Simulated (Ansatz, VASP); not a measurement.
# Tl in VASP and in Ansatz

```xyz
1
Lattice="-1.9410 1.9410 1.9410 1.9410 -1.9410 1.9410 1.9410 1.9410 -1.9410" Properties=species:S:1:pos:R:3 pbc="T T T"
Tl    0.0000    0.0000    0.0000
```

Alike in both runs: task electric field gradients; functional LDA; k mesh 13 × 13 × 13; occupations fermi-dirac, width 0.05 eV; no spin polarisation.

|  | VASP | Ansatz |
| --- | --- | --- |
| version | VASP 6.6.1 | Ansatz 0.2.0 |
| potentials or method | VASP PAW LDA potentials, release 64 (Tl_d) | PAW with Ansatz's default frozen-core files, scalar-relativistic |
| plane-wave cutoff (eV) | 520 | 420 |
| valence electrons in the cell | 13 | 13 |

Ansatz gave:

- pressure (GPa): -2.5

Task: What did VASP give for the same quantities?

Result: Pressure (GPa): -2.4.

LDA's correlation is that of Perdew and Zunger in VASP and of Perdew and Wang (1992) in Ansatz.

Neither program's run includes spin-orbit coupling.
